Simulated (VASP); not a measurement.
# AlN (P6_3mc) in VASP: further runs, part 2 of 2

VASP 6.6.1. Earlier steps stand in the parts before.

## Step 4: Single point, PBE (equal strain along all axes, cell held: +1.5 %, then relaxed in part)

The input, INCAR:

```
SYSTEM = AlN
ALGO = Normal
EDIFF = 1E-7
ENCUT = 520
GGA = PE
ISIF = 2
ISMEAR = 0
LASPH = .True.
LCHARG = .False.
LREAL = .False.
LWAVE = .False.
NBANDS = 16
NELM = 60
PREC = Accurate
SIGMA = 0.02
```

The input, KPOINTS:

```
k-points
0
Gamma
  12 12 6
  0 0 0
```

The input, POSCAR:

```
AlN
1.0
    3.1771615461      0.0000000000      0.0000000000
   -1.5885807730      2.7515026108      0.0000000000
    0.0000000000      0.0000000000      5.0933139724
Al N
2 2
Direct
    0.6666666667      0.3333333333      0.4993721933
    0.3333333333      0.6666666667      0.9993721933
    0.6666666667      0.3333333333      0.8806278067
    0.3333333333      0.6666666667      0.3806278067
```

Potentials or basis: VASP PAW PBE potentials, release 64 (Al, N).

Command:

```sh
cat potpaw_PBE.64/Al/POTCAR potpaw_PBE.64/N/POTCAR > POTCAR
mpirun -np 1 vasp_std > vasp.out
```

OUTCAR:

```text
SYSTEM = AlN
   EDIFF = 1E-7
   ENCUT = 520
   GGA = PE
   ISIF = 2
   ISMEAR = 0
   LASPH = .True.
   LREAL = .False.
   NELM = 60
   PREC = Accurate

 ion  position               nearest neighbor table
   1  0.667  0.333  0.499-   4 1.93   4 1.93   4 1.93   3 1.94   2 3.14   2 3.14   2 3.14   2 3.14
                             2 3.14   2 3.14
   2  0.333  0.667  0.999-   3 1.93   3 1.93   3 1.93   4 1.94   1 3.14   1 3.14   1 3.14   1 3.14
                             1 3.14   1 3.14
   3  0.667  0.333  0.881-   2 1.93   2 1.93   2 1.93   1 1.94
   4  0.333  0.667  0.381-   1 1.93   1 1.93   1 1.93   2 1.94

  LATTYP: Found a hexagonal cell.
 ALAT       =     3.1771615461
 C/A-ratio  =     1.6031019822

  Lattice vectors:

 A1 = (   3.1771615461,   0.0000000000,   0.0000000000)
 A2 = (  -1.5885807730,   2.7515026108,   0.0000000000)
 A3 = (   0.0000000000,   0.0000000000,   5.0933139724)

Analysis of symmetry for initial positions (statically):
=====================================================================
 Subroutine PRICEL returns:
 Original cell was already a primitive cell.

 Routine SETGRP: Setting up the symmetry group for a
 hexagonal supercell.

 Subroutine GETGRP returns: Found 12 space group operations
 (whereof  6 operations were pure point group operations)
 out of a pool of 24 trial point group operations.

The static configuration has the point symmetry C_3v.
 The point group associated with its full space group is C_6v.

Analysis of symmetry for dynamics (positions and initial velocities):
=====================================================================
 Subroutine PRICEL returns:
 Original cell was already a primitive cell.

 Routine SETGRP: Setting up the symmetry group for a
 hexagonal supercell.

 Subroutine GETGRP returns: Found 12 space group operations
 (whereof  6 operations were pure point group operations)
 out of a pool of 24 trial point group operations.

The dynamic configuration has the point symmetry C_3v.
 The point group associated with its full space group is C_6v.

 Subroutine INISYM returns: Found 12 space group operations
 (whereof  6 operations are pure point group operations),
 and found     1 'primitive' translations

----------------------------------------------------------------------------------------

                                     Primitive cell

  volume of cell :      44.5256

  direct lattice vectors                    reciprocal lattice vectors
     3.177161546  0.000000000  0.000000000     0.314746350  0.181718890  0.000000000
    -1.588580773  2.751502611  0.000000000     0.000000000  0.363437780  0.000000000
     0.000000000  0.000000000  5.093313972     0.000000000  0.000000000  0.196335825

  length of vectors
     3.177161546  3.177161546  5.093313972     0.363437780  0.363437780  0.196335825

  position of ions in fractional coordinates (direct lattice)
     0.666666667  0.333333333  0.499372193
     0.333333333  0.666666667  0.999372193
     0.666666667  0.333333333  0.880627807
     0.333333333  0.666666667  0.380627807

  ion indices of the primitive-cell ions
   primitive index   ion index
                 1           1
                 2           2
                 3           3
                 4           4

----------------------------------------------------------------------------------------

 KPOINTS: k-points

Automatic generation of k-mesh.
 Grid dimensions read from file:
 generate k-points for:   12   12    6

 Generating k-lattice:

  Cartesian coordinates                     Fractional coordinates (reciprocal lattice)
     0.026228863  0.015143241  0.000000000     0.083333333  0.000000000  0.000000000
     0.000000000  0.030286482  0.000000000     0.000000000  0.083333333  0.000000000
     0.000000000  0.000000000  0.032722637     0.000000000  0.000000000  0.166666667

  Length of vectors
     0.030286482  0.030286482  0.032722637

  Shift w.r.t. Gamma in fractional coordinates (k-lattice)
     0.000000000  0.000000000  0.000000000

 Subroutine IBZKPT returns following result:
 ===========================================

 Found     76 irreducible k-points:

 Following reciprocal coordinates:
            Coordinates               Weight
  0.000000  0.000000  0.000000      1.000000
  0.083333  0.000000  0.000000      6.000000
  0.166667  0.000000  0.000000      6.000000
  0.250000 -0.000000  0.000000      6.000000
  0.333333  0.000000  0.000000      6.000000
  0.416667  0.000000  0.000000      6.000000
[... 16 lines left out ...]
  0.250000 -0.000000  0.166667     12.000000
  0.333333  0.000000  0.166667     12.000000
 [... further k-points ...]
   k-points           NKPTS =     76   k-points in BZ     NKDIM =     76   number of bands    NBANDS=     16
   number of dos      NEDOS =    301   number of ions     NIONS =      4
   total plane-waves  NPLWV =  23040
   dimension x,y,z NGX =    24 NGY =   24 NGZ =   40
   dimension x,y,z NGXF=    48 NGYF=   48 NGZF=   80
   ions per type =               2   2
   NGX,Y,Z   is equivalent  to a cutoff of  12.56, 12.56, 13.06 a.u.
   NGXF,Y,Z  is equivalent  to a cutoff of  25.12, 25.12, 26.11 a.u.
 SYSTEM =  AlN
   PREC   = accura    normal or accurate (medium, high low for compatibility)
   ISTART =      0    job   : 0-new  1-cont  2-samecut
   ICHARG =      2    charge: 1-file 2-atom 10-const
   ISPIN  =      1    spin polarized calculation?
   LNONCOLLINEAR =      F non collinear calculations
   LSORBIT =      F    spin-orbit coupling
   LASPH  =      T    aspherical Exc in radial PAW
   ENCUT  =  520.0 eV  38.22 Ry    6.18 a.u.   5.91  5.91  9.47*2*pi/ulx,y,z
   NELM   =     60;   NELMIN=  2; NELMDL= -5     # of ELM steps
   EDIFF  = 0.1E-06   stopping-criterion for ELM
   LREAL  =      F    real-space projection
   EDIFFG = 0.1E-05   stopping-criterion for IOM
   NSW    =      0    number of steps for IOM
   IBRION =     -1    ionic relax: 0-MD 1-quasi-New 2-CG
   NFREE  =      0    steps in history (QN), initial steepest desc. (CG)
   ISIF   =      2    stress and relaxation
   ISYM   =      2    0-nonsym 1-usesym 2-fastsym
   POTIM  = 0.5000    time-step for ionic-motion
   TEBEG  =    0.0;   TEEND  =   0.0 temperature during run
   PSTRESS=    0.0 pullay stress
   NELECT =      16.0000    total number of electrons
   NUPDOWN=      -1.0000    fix difference up-down
   EMIN   =  10.00;   EMAX   =-10.00  energy-range for DOS
   EFERMI =   0.00;   METHOD = LEGACY
   ISMEAR =     0;   SIGMA  =   0.02  broadening in eV -4-tet -1-fermi 0-gaus
   EFERMI_NEDOS =   21; number of points for ismear=-14 and -15
   IALGO  =     38    algorithm
   IMIX   =      4    mixing-type and parameters
     AMIX     =   0.40;   BMIX     =  1.00
     AMIX_MAG =   1.60;   BMIX_MAG =  1.00
  volume/ion in A,a.u.               =      11.13        75.12
  Fermi-wavevector in a.u.,A,eV,Ry     =   1.163889  2.199431 18.430967  1.354638
  Thomas-Fermi vector in A             =   2.300434
   LORBIT       =      0    0 simple, 1 ext, 2 COOP (PROOUT), +10 PAW based schemes
   GGA     = PE    functional components
   LHFCALC =     F    Hartree Fock is set to
   AEXX    =    0.0000 exact exchange contribution
   IVDW    =     0    specifies the selected vdW correction
   LEPSILON=     F    determine dielectric tensor
   LRPA    =     F    only Hartree local field effects (RPA)
 non-spin polarized calculation
 Gauss-broadening in eV      SIGMA  =   0.02
  energy-cutoff  :      520.00
  volume of cell :       44.53
 maximum number of plane-waves:      1217
 NGX is ok and might be reduce to    24
   NGX = 11   NGY = 11   NGZ = 19

 number of electron      16.0000002 magnetization

 Free energy of the ion-electron system (eV)
  ---------------------------------------------------
  ext. energy  EPLUGINS =         0.00000000
  ---------------------------------------------------
  free energy    TOTEN  =       -29.72840251 eV

  energy without entropy =      -29.72840251  energy(sigma->0) =      -29.72840251

 E-fermi :   5.7123     XC(G=0): -10.6353

 val. band max:        5.5450440272   @ k =   0.0000   0.0000   0.0000
 cond. band min:       9.2081145365   @ k =   0.0000   0.0000   0.0000
 fundamental gap:      3.6630705092
 Fermi energy:         5.7122853868

 k-point     1 :       0.0000    0.0000    0.0000
  band No.  band energies     occupation
      1      -9.2584      2.00000
      2      -7.3081      2.00000
      3      -0.1629      2.00000
      4       4.7265      2.00000
      5       4.7265      2.00000
      6       5.3580      2.00000
[... 433 lines left out ...]
      3       0.8476      2.00000
      4       1.7517      2.00000
      5       2.3497      2.00000
      6       3.8617      2.00000
[... 8 lines left out ...]
     15      17.3376      0.00000
     16      19.2216      0.00000

 [... further k-points ...]
[... 5 lines left out ...]
  --------------------------------------------------------------------------------------
  -------------------------------------------------------------------------------------
  Total       -2.3376701     -2.3376701     -2.1405267     -0.0000000      0.0000000      0.0000000
  in kB      -84.1170668    -84.1170668    -77.0232007     -0.0000000      0.0000000      0.0000000
  external PRESSURE =     -81.7524447 kB  Pullay stress =       0.0000000 kB

 VOLUME and BASIS-vectors are now :
 -----------------------------------------------------------------------------
  energy-cutoff  :      520.00
  volume of cell :       44.53
      direct lattice vectors                 reciprocal lattice vectors
     3.177161546  0.000000000  0.000000000     0.314746350  0.181718890  0.000000000
    -1.588580773  2.751502611  0.000000000     0.000000000  0.363437780  0.000000000
     0.000000000  0.000000000  5.093313972     0.000000000  0.000000000  0.196335825

 POSITION                                       TOTAL-FORCE (eV/Angst)
 -----------------------------------------------------------------------------------
      1.58858      0.91717      2.54346         0.000000      0.000000      0.000515
     -0.00000      1.83434      5.09012        -0.000000     -0.000000      0.000515
      1.58858      0.91717      4.48531         0.000000     -0.000000     -0.000515
     -0.00000      1.83434      1.93866        -0.000000      0.000000     -0.000515
 -----------------------------------------------------------------------------------
    total drift:                               -0.000000      0.000000      0.000185

  FREE ENERGIE OF THE ION-ELECTRON SYSTEM (eV)
  ---------------------------------------------------
  free  energy   TOTEN  =       -29.7284025142 eV

  energy  without entropy=      -29.7284025142  energy(sigma->0) =      -29.72840251
```

Wall time 44 s (1 thread of Intel Xeon Platinum 8488C (Sapphire Rapids), shared host); peak memory 0.17 GiB.

Results:

```yaml
Free_energy: -29.7284 eV
Pressure: -8.2 GPa
Band_gap_on_the_k_mesh: 3.66 eV, direct
```

Stress tensor (GPa, compression positive):
```
-8.41  0.00  0.00
 0.00 -8.41  0.00
 0.00  0.00 -7.70
```

Levels at points of the mesh, in eV from the valence-band top:
```tsv
k point	band 4	band 5	band 6	band 7	band 8	band 9	band 10	band 11	band 12	band 13
(0.00, 0.00, 0.00)	-0.82	-0.82	-0.19	-0.19	0.00	3.66	6.13	10.10	10.71	10.71
(0.50, 0.00, 0.00)	-4.02	-3.19	-1.99	-1.68	-0.66	5.61	5.66	7.64	9.82	10.55
(0.00, 0.00, 0.50)	-3.23	-0.51	-0.51	-0.51	-0.51	5.93	5.93	9.81	9.81	11.02
(0.50, 0.00, 0.50)	-5.35	-1.40	-1.40	-1.30	-1.30	5.09	5.09	8.87	8.87	11.10
```

Caveat: the cell differs from its parent crystal (equal strain along all axes, cell held: +1.5 %, then relaxed in part). A k mesh can miss the band edges.

## Step 5: Single point, PBE

This run uses another cell than the first one, of 11.13 Å³/atom, 1.094 times its volume.

The input, INCAR:

```
ALGO = Normal
EDIFF = 1E-6
ENCUT = 520
GGA = PE
ISIF = 2
ISMEAR = 0
LASPH = True
LCHARG = True
LELF = True
LREAL = False
LVHAR = True
LWAVE = False
NBANDS = 16
NELM = 80
PREC = Accurate
SIGMA = 0.02
```

The input, KPOINTS:

```
k-points
0
Gamma
  12 12 6
```

POSCAR is that of step 4.

Potentials or basis: VASP PAW PBE potentials, release 64 (Al, N).

Command:

```sh
cat potpaw_PBE.64/Al/POTCAR potpaw_PBE.64/N/POTCAR > POTCAR
mpirun -np 1 vasp_std > vasp.out
```

OUTCAR:

```text
EDIFF = 1E-6
   ENCUT = 520
   GGA = PE
   ISIF = 2
   ISMEAR = 0
   LASPH = True
   LREAL = False
   NELM = 80
   PREC = Accurate

 ion  position               nearest neighbor table
   1  0.667  0.333  0.499-   4 1.93   4 1.93   4 1.93   3 1.94   2 3.14   2 3.14   2 3.14   2 3.14
                             2 3.14   2 3.14
   2  0.333  0.667  0.999-   3 1.93   3 1.93   3 1.93   4 1.94   1 3.14   1 3.14   1 3.14   1 3.14
                             1 3.14   1 3.14
   3  0.667  0.333  0.881-   2 1.93   2 1.93   2 1.93   1 1.94
   4  0.333  0.667  0.381-   1 1.93   1 1.93   1 1.93   2 1.94

  LATTYP: Found a hexagonal cell.
 ALAT       =     3.1771615461
 C/A-ratio  =     1.6031019822

  Lattice vectors:

 A1 = (   3.1771615461,   0.0000000000,   0.0000000000)
 A2 = (  -1.5885807730,   2.7515026108,   0.0000000000)
 A3 = (   0.0000000000,   0.0000000000,   5.0933139724)

Analysis of symmetry for initial positions (statically):
=====================================================================
 Subroutine PRICEL returns:
 Original cell was already a primitive cell.

 Routine SETGRP: Setting up the symmetry group for a
 hexagonal supercell.
[... 170 lines left out ...]
  free energy    TOTEN  =       -29.72840252 eV

  energy without entropy =      -29.72840252  energy(sigma->0) =      -29.72840252

 E-fermi :   5.7123     XC(G=0): -10.6352

 val. band max:        5.5448255798   @ k =   0.0000   0.0000   0.0000
 cond. band min:       9.2081151910   @ k =   0.0000   0.0000   0.0000
 fundamental gap:      3.6632896112
 Fermi energy:         5.7122847444

 k-point     1 :       0.0000    0.0000    0.0000
  band No.  band energies     occupation
      1      -9.2585      2.00000
      2      -7.3083      2.00000
      3      -0.1629      2.00000
      4       4.7263      2.00000
      5       4.7263      2.00000
      6       5.3578      2.00000
[... 433 lines left out ...]
      3       0.8476      2.00000
      4       1.7516      2.00000
      5       2.3496      2.00000
      6       3.8615      2.00000
[... 8 lines left out ...]
     15      17.3375      0.00000
     16      19.2216      0.00000

 [... further k-points ...]
[... 5 lines left out ...]
  --------------------------------------------------------------------------------------
  -------------------------------------------------------------------------------------
  Total       -2.3349517     -2.3349517     -2.1378246     -0.0000000     -0.0000000      0.0000000
  in kB      -84.0192518    -84.0192518    -76.9259710     -0.0000000     -0.0000000      0.0000000
  external PRESSURE =     -81.6548248 kB  Pullay stress =       0.0000000 kB

 VOLUME and BASIS-vectors are now :
 -----------------------------------------------------------------------------
  energy-cutoff  :      520.00
  volume of cell :       44.53
      direct lattice vectors                 reciprocal lattice vectors
     3.177161546  0.000000000  0.000000000     0.314746350  0.181718890  0.000000000
    -1.588580773  2.751502611  0.000000000     0.000000000  0.363437780  0.000000000
     0.000000000  0.000000000  5.093313972     0.000000000  0.000000000  0.196335825

 POSITION                                       TOTAL-FORCE (eV/Angst)
 -----------------------------------------------------------------------------------
      1.58858      0.91717      2.54346         0.000000     -0.000000      0.000500
     -0.00000      1.83434      5.09012        -0.000000      0.000000      0.000500
      1.58858      0.91717      4.48531         0.000000      0.000000     -0.000500
     -0.00000      1.83434      1.93866         0.000000     -0.000000     -0.000500
 -----------------------------------------------------------------------------------
    total drift:                               -0.000000      0.000000      0.000178

  FREE ENERGIE OF THE ION-ELECTRON SYSTEM (eV)
  ---------------------------------------------------
  free  energy   TOTEN  =       -29.7284025195 eV

  energy  without entropy=      -29.7284025195  energy(sigma->0) =      -29.72840252
```

Wall time 42 s (1 thread of Intel Xeon Platinum 8488C (Sapphire Rapids), shared host); peak memory 0.18 GiB.

Results:

| Item | Value |
| --- | --- |
| Free energy | -29.7284 eV |
| Pressure | -8.2 GPa |
| Band gap on the k mesh | 3.66 eV, direct |

A k mesh can miss the band edges.

## Step 6: Overview

```csv
cell,gap on the mesh (eV),pressure (GPa)
"a = 3.083, b = 3.083, c = 4.943 Å, angles 90.0, 90.0, 120.0°, 4 atoms",4.44,9.3
"a = 3.130, b = 3.130, c = 5.018 Å, angles 90.0, 90.0, 120.0°, 4 atoms",4.04,-0.3
"a = 3.177, b = 3.177, c = 5.093 Å, angles 90.0, 90.0, 120.0°, 4 atoms",3.66,-8.2
```

Alike in all rows: task single point; level PBE; potentials or basis VASP PAW PBE potentials, release 64 (Al, N); no spin polarisation; k mesh 12 × 12 × 6; cutoff (eV) 520; smearing gaussian 0.02 eV.

Total energies depend on the potentials used, so only differences within one code and one set of settings carry meaning.
